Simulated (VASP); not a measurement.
# ZrS (I4/mmm) in VASP: a series of runs

ZrS is run at these levels: PBEsol; tasks: single point.

Everything below comes from runs of VASP 6.6.1. Logs are shortened: lines on timing, memory, paths and dates and some standing lists are left out, and cuts for length are marked.

### 1 The cell of the first run

It takes space group I4/mmm (No. 139, tetragonal). Conventional cell: a = 3.712 Å, b = 3.712 Å, c = 5.709 Å, α = 90.00°, β = 90.00°, γ = 90.00°. Zr (site symmetry 4/mmm) has 6 S at 2.62 to 2.85 Å within 3.5 Å. Within 3.5 Å of S (site symmetry 4/mmm) lie 6 Zr at 2.62 to 2.85 Å.

### 2 Single point, PBEsol (strain +0.0875 x Voigt [0, 1, 0, 0, 0, 0])

Contents of INCAR:

```
SYSTEM = ZrS
PREC     = Accurate       ! precision mode
ENCUT    = 520            ! plane-wave cutoff, eV
EDIFF    = 1E-6           ! SCF threshold, eV
ISMEAR   = 0              ! smearing method
SIGMA    = 0.15           ! smearing width, eV
LREAL    = .False.        ! projectors in reciprocal space
LASPH    = .True.         ! aspherical terms in the spheres
NELM     = 100            ! most SCF steps
ALGO     = Normal         ! electronic algorithm
ISIF     = 2              ! what is computed and relaxed
LWAVE    = .False.        ! write WAVECAR
LCHARG   = .False.        ! write CHGCAR
GGA      = PS             ! functional
NBANDS   = 16             ! bands
```

Contents of KPOINTS:

```
regular mesh
0
Gamma
  16 16 16
  0 0 0
```

Contents of POSCAR:

```
ZrS
1.0
    0.0000000000      2.8546875000      2.6250000000
    2.6250000000      0.0000000000      2.6250000000
    2.6250000000      2.8546875000      0.0000000000
Zr S
1 1
Direct
    0.0000000000      0.0000000000      0.0000000000
    0.5000000000      0.5000000000      0.5000000000
```

Potentials or basis: VASP PAW PBE potentials, release 64 (Zr_sv, S).

On the command line:

```console
cat potpaw_PBE.64/Zr_sv/POTCAR potpaw_PBE.64/S/POTCAR > POTCAR
mpirun -np 1 vasp_std > vasp.out
```

OUTCAR:

```text
SYSTEM = ZrS
   PREC = Accurate
   ENCUT = 520
   EDIFF = 1E-6
   ISMEAR = 0
   LREAL = .False.
   LASPH = .True.
   NELM = 100
   ISIF = 2
   GGA = PS

 ion  position               nearest neighbor table
   1  0.000  0.000  0.000-   2 2.62   2 2.62   2 2.62   2 2.62   2 2.85   2 2.85
   2  0.500  0.500  0.500-   1 2.62   1 2.62   1 2.62   1 2.62   1 2.85   1 2.85

  LATTYP: Found a body centered tetragonal cell.
 ALAT       =     3.7123106012
 C/A-ratio  =     1.5379572491

  Lattice vectors:

 A1 = (   0.0000000000,  -2.8546875000,   2.6250000000)
 A2 = (   0.0000000000,  -2.8546875000,  -2.6250000000)
 A3 = (   2.6250000000,   2.8546875000,   0.0000000000)

Analysis of symmetry for initial positions (statically):
=====================================================================
 Subroutine PRICEL returns:
 Original cell was already a primitive cell.

 Routine SETGRP: Setting up the symmetry group for a
 body centered tetragonal supercell.

 Subroutine GETGRP returns: Found 16 space group operations
 (whereof 16 operations were pure point group operations)
 out of a pool of 16 trial point group operations.

The static configuration has the point symmetry D_4h.

Analysis of symmetry for dynamics (positions and initial velocities):
=====================================================================
 Subroutine PRICEL returns:
 Original cell was already a primitive cell.

 Routine SETGRP: Setting up the symmetry group for a
 body centered tetragonal supercell.

 Subroutine GETGRP returns: Found 16 space group operations
 (whereof 16 operations were pure point group operations)
 out of a pool of 16 trial point group operations.

The dynamic configuration has the point symmetry D_4h.

 Subroutine INISYM returns: Found 16 space group operations
 (whereof 16 operations are pure point group operations),
 and found     1 'primitive' translations

----------------------------------------------------------------------------------------

                                     Primitive cell

  volume of cell :      39.3412

  direct lattice vectors                    reciprocal lattice vectors
     0.000000000  2.854687500  2.625000000    -0.190476190  0.175150520  0.190476190
     2.625000000  0.000000000  2.625000000     0.190476190 -0.175150520  0.190476190
     2.625000000  2.854687500  0.000000000     0.190476190  0.175150520 -0.190476190

  length of vectors
     3.878126574  3.712310601  3.878126574     0.321309917  0.321309917  0.321309917

  position of ions in fractional coordinates (direct lattice)
     0.000000000  0.000000000  0.000000000
     0.500000000  0.500000000  0.500000000

  ion indices of the primitive-cell ions
   primitive index   ion index
                 1           1
                 2           2

----------------------------------------------------------------------------------------

 KPOINTS: regular mesh

Automatic generation of k-mesh.
 Grid dimensions read from file:
 generate k-points for:   16   16   16

 Generating k-lattice:

  Cartesian coordinates                     Fractional coordinates (reciprocal lattice)
    -0.011904762  0.010946907  0.011904762     0.062500000  0.000000000 -0.000000000
     0.011904762 -0.010946907  0.011904762     0.000000000  0.062500000  0.000000000
     0.011904762  0.010946907 -0.011904762    -0.000000000  0.000000000  0.062500000

  Length of vectors
     0.020081870  0.020081870  0.020081870

  Shift w.r.t. Gamma in fractional coordinates (k-lattice)
     0.000000000  0.000000000  0.000000000

 Subroutine IBZKPT returns following result:
 ===========================================

 Found    349 irreducible k-points:

 Following reciprocal coordinates:
            Coordinates               Weight
  0.000000  0.000000  0.000000      1.000000
  0.062500  0.000000 -0.000000      8.000000
  0.125000  0.000000 -0.000000      8.000000
  0.187500  0.000000  0.000000      8.000000
  0.250000  0.000000 -0.000000      8.000000
  0.312500  0.000000 -0.000000      8.000000
[... 16 lines left out ...]
 -0.125000  0.062500  0.000000     16.000000
 -0.062500  0.062500  0.000000      8.000000
 [... further k-points ...]
   k-points           NKPTS =    349   k-points in BZ     NKDIM =    349   number of bands    NBANDS=     16
   number of dos      NEDOS =    301   number of ions     NIONS =      2
   total plane-waves  NPLWV =  25200
   dimension x,y,z NGX =    30 NGY =   28 NGZ =   30
   dimension x,y,z NGXF=    60 NGYF=   56 NGZF=   60
   ions per type =               1   1
   NGX,Y,Z   is equivalent  to a cutoff of  12.86, 12.54, 12.86 a.u.
   NGXF,Y,Z  is equivalent  to a cutoff of  25.72, 25.08, 25.72 a.u.
 SYSTEM =  ZrS
   PREC   = accura    normal or accurate (medium, high low for compatibility)
   ISTART =      0    job   : 0-new  1-cont  2-samecut
   ICHARG =      2    charge: 1-file 2-atom 10-const
   ISPIN  =      1    spin polarized calculation?
   LNONCOLLINEAR =      F non collinear calculations
   LSORBIT =      F    spin-orbit coupling
   LASPH  =      T    aspherical Exc in radial PAW
   ENCUT  =  520.0 eV  38.22 Ry    6.18 a.u.   7.21  6.90  7.21*2*pi/ulx,y,z
   NELM   =    100;   NELMIN=  2; NELMDL= -5     # of ELM steps
   EDIFF  = 0.1E-05   stopping-criterion for ELM
   LREAL  =      F    real-space projection
[... 7 lines left out ...]
   TEBEG  =    0.0;   TEEND  =   0.0 temperature during run
   PSTRESS=    0.0 pullay stress
   NELECT =      18.0000    total number of electrons
   NUPDOWN=      -1.0000    fix difference up-down
   EMIN   =  10.00;   EMAX   =-10.00  energy-range for DOS
   EFERMI =   0.00;   METHOD = LEGACY
   ISMEAR =     0;   SIGMA  =   0.15  broadening in eV -4-tet -1-fermi 0-gaus
   EFERMI_NEDOS =   21; number of points for ismear=-14 and -15
   IALGO  =     38    algorithm
   IMIX   =      4    mixing-type and parameters
     AMIX     =   0.40;   BMIX     =  1.00
     AMIX_MAG =   1.60;   BMIX_MAG =  1.00
  volume/ion in A,a.u.               =      19.67       132.74
  Fermi-wavevector in a.u.,A,eV,Ry     =   1.261488  2.383867 21.651673  1.591353
  Thomas-Fermi vector in A             =   2.394945
   LORBIT       =      0    0 simple, 1 ext, 2 COOP (PROOUT), +10 PAW based schemes
   GGA     = PS    functional components
   LHFCALC =     F    Hartree Fock is set to
   AEXX    =    0.0000 exact exchange contribution
   IVDW    =     0    specifies the selected vdW correction
   LEPSILON=     F    determine dielectric tensor
   LRPA    =     F    only Hartree local field effects (RPA)
 non-spin polarized calculation
 Gauss-broadening in eV      SIGMA  =   0.15
  energy-cutoff  :      520.00
  volume of cell :       39.34
 maximum number of plane-waves:      1079
 NGX is ok and might be reduce to    30
   NGX = 15   NGY = 13   NGZ = 15

 number of electron      18.0000000 magnetization

 Free energy of the ion-electron system (eV)
  ---------------------------------------------------
  ext. energy  EPLUGINS =         0.00000000
  ---------------------------------------------------
  free energy    TOTEN  =       -16.20910942 eV

  energy without entropy =      -16.19174500  energy(sigma->0) =      -16.20042721

 E-fermi :   9.5536     XC(G=0): -11.0520

 val. band max:        9.5516377155   @ k =  -0.0625   0.0625   0.0000
 cond. band min:       9.5556850946   @ k =  -0.3125   0.4375   0.1875
 fundamental gap:      0.0040473791
 Fermi energy:         9.5536193207

 k-point     1 :       0.0000    0.0000    0.0000
  band No.  band energies     occupation
      1     -40.4706      2.00000
      2     -18.4695      2.00000
      3     -18.4695      2.00000
      4     -18.4505      2.00000
      5      -5.8667      2.00000
      6       6.0514      2.00000
[... 8 lines left out ...]
     15      16.7381      0.00000
     16      20.9713      0.00000

 k-point     2 :       0.0625    0.0000   -0.0000
  band No.  band energies     occupation
      1     -40.4699      2.00000
      2     -18.4783      2.00000
      3     -18.4698      2.00000
      4     -18.4531      2.00000
      5      -5.8241      2.00000
      6       5.8079      2.00000
[... 8 lines left out ...]
     15      16.8794      0.00000
     16      20.5793      0.00000

 k-point     3 :       0.1250    0.0000   -0.0000
  band No.  band energies     occupation
      1     -40.4680      2.00000
      2     -18.5053      2.00000
      3     -18.4705      2.00000
      4     -18.4583      2.00000
      5      -5.7008      2.00000
      6       5.1574      2.00000
[... 8 lines left out ...]
     15      17.2090      0.00000
     16      19.7932      0.00000

 k-point     4 :       0.1875    0.0000    0.0000
  band No.  band energies     occupation
      1     -40.4652      2.00000
      2     -18.5467      2.00000
      3     -18.4715      2.00000
      4     -18.4648      2.00000
      5      -5.5092      2.00000
      6       4.3882      2.00000
[... 8 lines left out ...]
     15      17.3058      0.00000
     16      19.2339      0.00000

 k-point     5 :       0.2500    0.0000   -0.0000
  band No.  band energies     occupation
      1     -40.4619      2.00000
      2     -18.5953      2.00000
      3     -18.4727      2.00000
      4     -18.4720      2.00000
      5      -5.2706      2.00000
      6       3.6336      2.00000
[... 8 lines left out ...]
     15      16.9002      0.00000
     16      18.4844      0.00000

 k-point     6 :       0.3125    0.0000   -0.0000
  band No.  band energies     occupation
      1     -40.4585      2.00000
      2     -18.6432      2.00000
      3     -18.4791      2.00000
      4     -18.4739      2.00000
      5      -5.0149      2.00000
      6       2.9634      2.00000
[... 8 lines left out ...]
     15      16.5969      0.00000
     16      17.6620      0.00000

 k-point     7 :       0.3750    0.0000    0.0000
  band No.  band energies     occupation
      1     -40.4557      2.00000
      2     -18.6835      2.00000
      3     -18.4851      2.00000
      4     -18.4750      2.00000
      5      -4.7810      2.00000
      6       2.4305      2.00000
[... 8 lines left out ...]
     15      15.9786      0.00000
     16      16.9887      0.00000

 k-point     8 :       0.4375    0.0000   -0.0000
  band No.  band energies     occupation
      1     -40.4538      2.00000
      2     -18.7101      2.00000
      3     -18.4890      2.00000
      4     -18.4756      2.00000
      5      -4.6136      2.00000
      6       2.0835      2.00000
[... 8 lines left out ...]
     15      15.2039      0.00000
     16      16.2283      0.00000

 k-point     9 :       0.5000    0.0000   -0.0000
  band No.  band energies     occupation
      1     -40.4531      2.00000
      2     -18.7194      2.00000
      3     -18.4904      2.00000
      4     -18.4759      2.00000
      5      -4.5523      2.00000
      6       1.9623      2.00000
[... 8 lines left out ...]
     15      15.1447      0.00000
     16      15.7583      0.00000
[... 172 lines left out ...]
 k-point    19 :      -0.3750    0.0625    0.0000
  band No.  band energies     occupation
      1     -40.4547      2.00000
      2     -18.6871      2.00000
      3     -18.4905      2.00000
      4     -18.4807      2.00000
      5      -4.7414      2.00000
      6       2.3605      2.00000
[... 8 lines left out ...]
     15      15.8714      0.00000
     16      16.7909      0.00000

 k-point    20 :      -0.3125    0.0625    0.0000
  band No.  band energies     occupation
      1     -40.4573      2.00000
      2     -18.6501      2.00000
      3     -18.4882      2.00000
      4     -18.4772      2.00000
      5      -4.9523      2.00000
      6       2.8131      2.00000
[... 8 lines left out ...]
     15      16.5243      0.00000
     16      17.5036      0.00000

 k-point    21 :      -0.2500    0.0625    0.0000
  band No.  band energies     occupation
      1     -40.4605      2.00000
      2     -18.6042      2.00000
      3     -18.4857      2.00000
      4     -18.4721      2.00000
      5      -5.1950      2.00000
      6       3.3992      2.00000
[... 8 lines left out ...]
     15      16.7648      0.00000
     16      18.0043      0.00000

 k-point    22 :      -0.1875    0.0625    0.0000
  band No.  band energies     occupation
      1     -40.4639      2.00000
      2     -18.5563      2.00000
      3     -18.4830      2.00000
      4     -18.4663      2.00000
      5      -5.4307      2.00000
      6       4.0665      2.00000
[... 8 lines left out ...]
     15      17.2688      0.00000
     16      18.4345      0.00000

 k-point    23 :      -0.1250    0.0625    0.0000
  band No.  band energies     occupation
      1     -40.4668      2.00000
      2     -18.5138      2.00000
      3     -18.4802      2.00000
      4     -18.4610      2.00000
      5      -5.6279      2.00000
      6       4.7546      2.00000
[... 8 lines left out ...]
     15      17.4181      0.00000
     16      18.9649      0.00000

 k-point    24 :      -0.0625    0.0625    0.0000
  band No.  band energies     occupation
      1     -40.4689      2.00000
      2     -18.4852      2.00000
      3     -18.4762      2.00000
      4     -18.4567      2.00000
      5      -5.7639      2.00000
      6       5.3819      2.00000
[... 8 lines left out ...]
     15      17.0901      0.00000
     16      19.8970      0.00000

 [... further k-points ...]

------------------------ aborting loop because EDIFF is reached ----------------------------------------

  FORCE on cell =-STRESS in cart. coord.  units (eV):
  Direction    XX          YY          ZZ          XY          YZ          ZX
  --------------------------------------------------------------------------------------
  -------------------------------------------------------------------------------------
  Total       -2.3060193     -4.6078400     -2.3060193      0.0000000      0.0000000      0.0000000
  in kB      -93.9131358   -187.6552810    -93.9131358      0.0000000      0.0000000      0.0000000
  external PRESSURE =    -125.1605176 kB  Pullay stress =       0.0000000 kB

 VOLUME and BASIS-vectors are now :
 -----------------------------------------------------------------------------
  energy-cutoff  :      520.00
  volume of cell :       39.34
      direct lattice vectors                 reciprocal lattice vectors
     0.000000000  2.854687500  2.625000000    -0.190476190  0.175150520  0.190476190
     2.625000000  0.000000000  2.625000000     0.190476190 -0.175150520  0.190476190
     2.625000000  2.854687500  0.000000000     0.190476190  0.175150520 -0.190476190

 POSITION                                       TOTAL-FORCE (eV/Angst)
 -----------------------------------------------------------------------------------
      0.00000      0.00000      0.00000         0.000000      0.000000      0.000000
      2.62500      2.85469      2.62500         0.000000      0.000000      0.000000
 -----------------------------------------------------------------------------------
    total drift:                               -0.000000      0.000000      0.000000

  FREE ENERGIE OF THE ION-ELECTRON SYSTEM (eV)
  ---------------------------------------------------
  free  energy   TOTEN  =       -16.2091094159 eV

  energy  without entropy=      -16.1917449960  energy(sigma->0) =      -16.20042721
```

Run time: 97 s. Hardware: 1 thread of Intel Xeon 6975P-C (Granite Rapids), shared host; peak memory 0.33 GiB.

Results:

```yaml
Free_energy: -16.2091 eV
Pressure: -12.5 GPa
Band_gap_on_the_k_mesh: zero (bands 9 and 10 overlap by 2.24 eV)
```

Stress tensor (GPa, compression positive):
```
 -9.39   0.00   0.00
  0.00 -18.77   0.00
  0.00   0.00  -9.39
```

Levels at points of the mesh, in eV from the Fermi level:
```
           k point  band 7  band 8  band 9  band 10  band 11  band 12
(0.00, 0.00, 0.00)   -3.41   -3.41   -1.67    -0.98    -0.88    -0.88
(0.50, 0.00, 0.00)   -5.68   -5.60    1.22     1.44     1.63     1.78
(0.50, 0.50, 0.00)   -4.49   -4.38   -3.01     0.53     1.73     2.34
(0.50, 0.00, 0.50)   -4.13   -4.13   -3.11     0.28     2.07     2.07
```

Caveat: the cell differs from its parent crystal (strain +0.0875 x Voigt [0, 1, 0, 0, 0, 0]); the stress differs along the axes, from -19 to -9 GPa; the PAW data sets were made with another functional, which shifts forces and pressure a little.

[end of part 1 of 2]
